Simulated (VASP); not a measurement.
# TaH4 (I4/mmm) in VASP: further runs, part 2 of 3

VASP 6.6.1. The steps go on from the part before.

## Step 4: Relaxation of cell and atoms, PBE

This run uses another cell than the first one, of 8.95 Å³/atom.

Input file INCAR:

```
SYSTEM = TaH4
ALGO = Normal ; EDIFF = 1E-7
EDIFFG = -0.08 ; ENCUT = 500
GGA = PE ; GGA_COMPAT = .False.
IBRION = 2 ; ISIF = 3
ISMEAR = 0 ; LASPH = .True.
LCHARG = .False. ; LREAL = .False.
LWAVE = .False. ; NELM = 120
NELMIN = 4 ; NSW = 36
PREC = Accurate ; SIGMA = 0.15
```

Input file KPOINTS:

```
k-points
0
Gamma
  5 5 5
  0 0 0
```

Input file POSCAR:

```
TaH4
1.0
   -1.8085348700      1.8085348700      3.4194805200
    1.8085348700     -1.8085348700      3.4194805200
    1.8085348700      1.8085348700     -3.4194805200
Ta H
1 4
Direct
    0.0000000000      0.0000000000      0.0000000000
    0.2450000000      0.2450000000      0.0000000000
    0.7550000000      0.7550000000      0.0000000000
    0.5000000000      0.0000000000      0.5000000000
    0.0000000000      0.5000000000      0.5000000000
```

Potentials or basis: VASP PAW PBE potentials, release 64 (Ta_pv, H).

Started as:

```
$ cat potpaw_PBE.64/Ta_pv/POTCAR potpaw_PBE.64/H/POTCAR > POTCAR
$ mpirun -np 1 vasp_std > vasp.out
```

OUTCAR:

```text
SYSTEM = TaH4
   EDIFF = 1E-7
   EDIFFG = -0.08
   ENCUT = 500
   GGA = PE
   IBRION = 2
   ISIF = 3
   ISMEAR = 0
   LASPH = .True.
   LREAL = .False.
   NELM = 120
   NELMIN = 4
   NSW = 36
   PREC = Accurate

 ion  position               nearest neighbor table
   1  0.000  0.000  0.000-   2 1.68   3 1.68   4 1.81   5 1.81   5 1.81   4 1.81
   2  0.245  0.245  0.000-   1 1.68
   3  0.755  0.755  0.000-   1 1.68
   4  0.500  0.000  0.500-   1 1.81   1 1.81
   5  0.000  0.500  0.500-   1 1.81   1 1.81

  LATTYP: Found a body centered tetragonal cell.
 ALAT       =     3.6170697400
 C/A-ratio  =     1.8907462481

  Lattice vectors:

 A1 = (  -1.8085348700,   1.8085348700,   3.4194805200)
 A2 = (   1.8085348700,  -1.8085348700,   3.4194805200)
 A3 = (   1.8085348700,   1.8085348700,  -3.4194805200)

Analysis of symmetry for initial positions (statically):
=====================================================================
 Subroutine PRICEL returns:
 Original cell was already a primitive cell.

 Routine SETGRP: Setting up the symmetry group for a
 body centered tetragonal supercell.

 Subroutine GETGRP returns: Found 16 space group operations
 (whereof 16 operations were pure point group operations)
[... 161 lines left out ...]
  ---------------------------------------------------
  free energy    TOTEN  =       -21.57744256 eV

  energy without entropy =      -21.56181530  energy(sigma->0) =      -21.56962893

------------------------ aborting loop because EDIFF is reached ----------------------------------------

  FORCE on cell =-STRESS in cart. coord.  units (eV):
  Direction    XX          YY          ZZ          XY          YZ          ZX
  --------------------------------------------------------------------------------------
  -------------------------------------------------------------------------------------
  Total       -0.0054763     -0.0054763      7.0424877      0.0000000      0.0000000     -0.0000000
  in kB       -0.1961213     -0.1961213    252.2102762      0.0000000      0.0000000     -0.0000000
  external PRESSURE =      83.9393446 kB  Pullay stress =       0.0000000 kB
[... 349 lines left out ...]
 k-point    18 :      -0.4000   -0.4000    0.4000
  band No.  band energies     occupation
      1     -33.9169      2.00000
      2     -33.9169      2.00000
      3     -33.8052      2.00000
      4      -6.2313      2.00000
      5      -4.6802      2.00000
      6      -3.2134      2.00000
      7      -0.1368      2.00000
      8       3.1361      0.00000
      9       3.1361      0.00000
     10       3.3198      0.00000
     11       7.3256      0.00000

[... ionic steps 4 to 16 ...]

--------------------------------------- Ionic step       17  -------------------------------------------

 number of electron      15.0000001 magnetization

 E-fermi :   3.4814     XC(G=0): -11.0808
[... 332 lines left out ...]
--------------------------------------- Ionic step       19  -------------------------------------------

 number of electron      14.9999999 magnetization

 Free energy of the ion-electron system (eV)
  ---------------------------------------------------
  ext. energy  EPLUGINS =         0.00000000
  ---------------------------------------------------
  free energy    TOTEN  =       -22.54168157 eV

  energy without entropy =      -22.52840550  energy(sigma->0) =      -22.53504353

 E-fermi :   3.2013     XC(G=0): -10.8640

 val. band max:        3.1625082046   @ k =  -0.2000   0.4000   0.2000
 cond. band min:       3.2693776817   @ k =   0.2000   0.0000   0.0000
 fundamental gap:      0.1068694771
 Fermi energy:         3.2013343512
[... 282 lines left out ...]
  FREE ENERGIE OF THE ION-ELECTRON SYSTEM (eV)
  ---------------------------------------------------
  free  energy   TOTEN  =       -22.5416815676 eV

  energy  without entropy=      -22.5284055005  energy(sigma->0) =      -22.53504353

 reached required accuracy - stopping structural energy minimisation
```

OSZICAR:

```text
N       E                     dE             d eps       ncg     rms          rms(c)
DAV:   1     0.648146785487E+02    0.64815E+02   -0.76521E+03   396   0.115E+03
DAV:   2    -0.219255336679E+02   -0.86740E+02   -0.84153E+02   468   0.267E+02
DAV:   3    -0.243343303552E+02   -0.24088E+01   -0.23735E+01   465   0.452E+01
[... 200 lines left out ...]
DAV:   5    -0.225416879009E+02    0.43582E-05   -0.41740E-04   426   0.200E-01    0.633E-02
DAV:   6    -0.225416818262E+02    0.60747E-05   -0.54535E-05   429   0.667E-02    0.933E-03
DAV:   7    -0.225416814497E+02    0.37655E-06   -0.40500E-06   474   0.187E-02    0.429E-03
DAV:   8    -0.225416815809E+02   -0.13121E-06   -0.13900E-07   279   0.444E-03    0.656E-04
DAV:   9    -0.225416815676E+02    0.13272E-07   -0.14391E-08   207   0.142E-03
  19 F= -.22541682E+02 E0= -.22535044E+02  d E =-.224666E+00
```

CONTCAR:

```text
TaH4
   1.00000000000000
    -1.7978999778372484    1.7978999778372484    2.7916405216666433
     1.7978999778372484   -1.7978999778372484    2.7916405216666433
     1.7978999778372484    1.7978999778372484   -2.7916405216666433
  Ta              H
     1     4
Direct
     0.0000000000000000    0.0000000000000000    0.0000000000000000
     0.3374100178792684    0.3374100178792684    0.0000000000000000
     0.6625899821207315    0.6625899821207315    0.0000000000000000
     0.5000000000000000    0.0000000000000000    0.5000000000000000
     0.0000000000000000    0.5000000000000000    0.5000000000000000

  0.00000000E+00  0.00000000E+00  0.00000000E+00
  0.00000000E+00  0.00000000E+00  0.00000000E+00
  0.00000000E+00  0.00000000E+00  0.00000000E+00
  0.00000000E+00  0.00000000E+00  0.00000000E+00
  0.00000000E+00  0.00000000E+00  0.00000000E+00
```

Wall time 3.5 min (1 thread of Intel Xeon 8259CL, shared host); peak memory 0.2 GiB.

Results:

```yaml
Free_energy: -22.5417 eV
Relaxed_volume: 7.22 Å³/atom
Relaxed_cell: a = 3.776 Å, b = 3.776 Å, c = 3.776 Å, α = 123.13°, β = 123.13°, γ = 84.65°
Space_group_after_relaxing_to_0.1_Å: I4/mmm (No. 139)
Energy_gained_by_relaxing: 192.8 meV/atom
Ionic_steps: 19
Pressure_after_relaxing: 0.3 GPa
Largest_force_after_relaxing: 0.039 eV/Å
Band_gap_on_the_k_mesh: zero (an odd number of electrons rules out a gap without spin polarisation)
```

Forces on the atoms (eV/Å):
```
Ta   0.000  0.000  0.000
H    0.000  0.000  0.039
H    0.000  0.000 -0.039
H    0.000  0.000  0.000
H    0.000  0.000  0.000
```

The path:
| step | energy change (eV) | largest force (eV/Å) | pressure (GPa) | volume (Å³) |
| --- | --- | --- | --- | --- |
| 1 | 0.0000 | 2.9858 | 8.39 | 44.74 |
| 2 | -0.3783 | 0.2651 | -5.24 | 47.77 |
| 3 | -0.4335 | 0.3524 | -2.34 | 46.88 |
| 4 | -0.4336 | 0.3876 | -2.18 | 46.84 |
| 5 | -0.4713 | 0.4118 | -1.87 | 46.12 |
| 6 | -0.5743 | 0.5008 | -0.60 | 43.99 |
| 7 | -0.7207 | 0.8291 | 3.34 | 39.80 |
| 8 | -0.5403 | 1.9869 | 21.88 | 31.75 |
| 9 | -0.6902 | 1.6562 | 10.22 | 36.35 |
| 10 | -0.6548 | 1.9644 | 15.27 | 34.03 |
| 11 | -0.6629 | 1.9263 | 15.26 | 33.95 |
| 12 | -0.6850 | 1.8134 | 15.26 | 33.71 |
| 13 | -0.7182 | 1.5924 | 15.42 | 33.24 |
| 14 | -0.7396 | 1.1690 | 16.27 | 32.29 |
| 15 | -0.7663 | 1.0908 | 15.16 | 32.49 |
| 16 | -0.8352 | 0.8679 | 11.98 | 33.12 |
| 17 | -0.9263 | 0.4711 | 6.38 | 34.39 |
| 18 | -0.9526 | 0.1535 | -2.39 | 37.00 |
| 19 | -0.9642 | 0.0391 | 0.30 | 36.10 |

Final structure:
```yaml
crystal:
  lattice:
    - [-1.79790, 1.79790, 2.79164]
    - [1.79790, -1.79790, 2.79164]
    - [1.79790, 1.79790, -2.79164]
  atoms:
    - { symbol: Ta, position: [0.00000, 0.00000, 0.00000] }
    - { symbol: H, position: [0.33741, 0.33741, 0.00000] }
    - { symbol: H, position: [0.66259, 0.66259, 0.00000] }
    - { symbol: H, position: [0.50000, 0.00000, 0.50000] }
    - { symbol: H, position: [0.00000, 0.50000, 0.50000] }
```

Levels at points of the mesh, in eV from the Fermi level:
```tsv
k point	band 4	band 5	band 6	band 7	band 8	band 9	band 10	band 11
(0.00, 0.00, 0.00)	-10.81	-5.94	-3.09	-0.13	-0.13	0.61	1.22	6.62
```

Caveat: the k points lie up to 0.42 Å⁻¹ apart in the final cell, too coarse for converged energies and pressures of a metal; the volume moved by over 15 % at a fixed basis, so the end points are rough; spin-orbit coupling is left out, which moves the levels of the heavy elements; the relaxation stopped at a loose force limit of 0.08 eV/Å, so its end isn't a converged minimum.

## Step 5: Relaxation of cell and atoms, PBE

This run uses another cell than the first one, of 9.07 Å³/atom.

Input file INCAR:

```
ALGO     = Normal         # electronic algorithm
EDIFF    = 1E-7           # SCF threshold, eV
EDIFFG   = -0.08          # ionic threshold
ENCUT    = 500            # plane-wave cutoff, eV
GGA      = PE             # functional
GGA_COMPAT= F            
IBRION   = 2              # ionic algorithm
ISIF     = 3              # what is computed and relaxed
ISMEAR   = 0              # smearing method
LASPH    = T              # aspherical terms in the spheres
LCHARG   = F              # write CHGCAR
LREAL    = F              # projectors in reciprocal space
LWAVE    = F              # write WAVECAR
NELM     = 120            # most SCF steps
NELMIN   = 4            
NSW      = 36             # ionic steps
PREC     = Accurate       # precision mode
SIGMA    = 0.15           # smearing width, eV
```

Input file KPOINTS:

```
k-points
0
Gamma
  5 5 5
```

Input file POSCAR:

```
TaH4
1.0
   -1.7500000000      1.7500000000      3.7000000000
    1.7500000000     -1.7500000000      3.7000000000
    1.7500000000      1.7500000000     -3.7000000000
Ta H
1 4
Direct
    0.0000000000      0.0000000000      0.0000000000
    0.5600000000      0.5600000000      0.0000000000
    0.4400000000      0.4400000000      0.0000000000
    0.2500000000      0.7500000000      0.5000000000
    0.7500000000      0.2500000000      0.5000000000
```

Started as:

```
$ cat potpaw_PBE.64/Ta_pv/POTCAR potpaw_PBE.64/H/POTCAR > POTCAR
$ mpirun -np 1 vasp_std > vasp.out
```

Run time: 5.3 min. Hardware: 1 thread of Intel Xeon 8259CL, shared host; peak memory 0.2 GiB.

The run converged. Its results:

| Item | Value |
| --- | --- |
| Free energy | -22.7848 eV |
| Relaxed volume | 5.64 Å³/atom |
| Relaxed cell | a = 3.425 Å, b = 3.425 Å, c = 3.425 Å, α = 120.50°, β = 120.50°, γ = 89.14° |
| Space group after relaxing (to 0.1 Å) | I4/mmm (No. 139) |
| Energy gained by relaxing | 481.2 meV/atom |
| Ionic steps | 23 |
| Pressure after relaxing | 0.6 GPa |
| Largest force after relaxing | 0.059 eV/Å |
| Band gap on the k mesh | zero (an odd number of electrons rules out a gap without spin polarisation) |

Forces in eV/Å, atoms in the order of the input:
```
Ta   0.000  0.000  0.000
H    0.000  0.000  0.059
H    0.000  0.000 -0.059
H    0.000  0.000  0.000
H    0.000  0.000  0.000
```

Stress tensor (GPa, compression positive):
```
 0.94  0.00  0.00
 0.00  0.94  0.00
 0.00  0.00 -0.20
```

The path:
| step | energy change (eV) | largest force (eV/Å) | pressure (GPa) | volume (Å³) |
| --- | --- | --- | --- | --- |
| 1 | 0.0000 | 0.5536 | -25.60 | 45.33 |
| 2 | -1.1857 | 2.1579 | -16.04 | 36.47 |
| 3 | -1.3651 | 3.8775 | -7.34 | 33.24 |
| 4 | -1.8337 | 0.9555 | 2.54 | 29.06 |
| 5 | -1.8415 | 0.6304 | 7.05 | 28.05 |
| 6 | -1.8435 | 0.7093 | 5.74 | 28.32 |
| 7 | -1.8792 | 0.3235 | 0.14 | 29.12 |
| 8 | -1.8837 | 0.1412 | -2.61 | 29.56 |
| 9 | -1.9018 | 0.0947 | -2.57 | 29.43 |
| 10 | -1.9658 | 0.0113 | -2.30 | 29.03 |
| 11 | -2.0864 | 0.0405 | -0.53 | 28.17 |
| 12 | -2.2376 | 0.6136 | 12.39 | 26.17 |
| 13 | -2.2068 | 0.5580 | 21.71 | 25.40 |
| 14 | -2.2385 | 0.6959 | 14.92 | 25.94 |
| 15 | -2.2330 | 0.6517 | 18.02 | 25.67 |
| 16 | -2.2380 | 0.6009 | 18.20 | 25.67 |
| 17 | -2.2474 | 0.4739 | 19.04 | 25.68 |
| 18 | -2.2286 | 0.0946 | 21.35 | 25.67 |
| 19 | -2.2490 | 0.4024 | 19.49 | 25.68 |
| 20 | -2.2630 | 0.3811 | 18.46 | 25.79 |
| 21 | -2.3008 | 0.3206 | 15.47 | 26.12 |
| 22 | -2.3580 | 0.2147 | 9.95 | 26.80 |
| 23 | -2.4059 | 0.0587 | 0.56 | 28.18 |

Final structure:
```yaml
crystal:
  lattice:
    - [-1.69941, 1.69941, 2.43977]
    - [1.69941, -1.69941, 2.43977]
    - [1.69941, 1.69941, -2.43977]
  atoms:
    - { symbol: Ta, position: [0.00000, 0.00000, 0.00000] }
    - { symbol: H, position: [0.61207, 0.61207, 0.00000] }
    - { symbol: H, position: [0.38793, 0.38793, 0.00000] }
    - { symbol: H, position: [0.25000, 0.75000, 0.50000] }
    - { symbol: H, position: [0.75000, 0.25000, 0.50000] }
```

Levels at points of the mesh, in eV from the Fermi level:
| k point | band 3 | band 4 | band 5 | band 6 | band 7 | band 8 | band 9 | band 10 | band 11 |
| --- | --- | --- | --- | --- | --- | --- | --- | --- | --- |
| (0.00, 0.00, 0.00) | -35.62 | -14.54 | -2.37 | -2.12 | -2.12 | -2.04 | -1.37 | 0.43 | 0.71 |

Caveat: the k points lie up to 0.45 Å⁻¹ apart in the final cell, too coarse for converged energies and pressures of a metal; the volume moved by over 15 % at a fixed basis, so the end points are rough; spin-orbit coupling is left out, which moves the levels of the heavy elements; the relaxation stopped at a loose force limit of 0.08 eV/Å, so its end isn't a converged minimum.

[end of part 2 of 3]
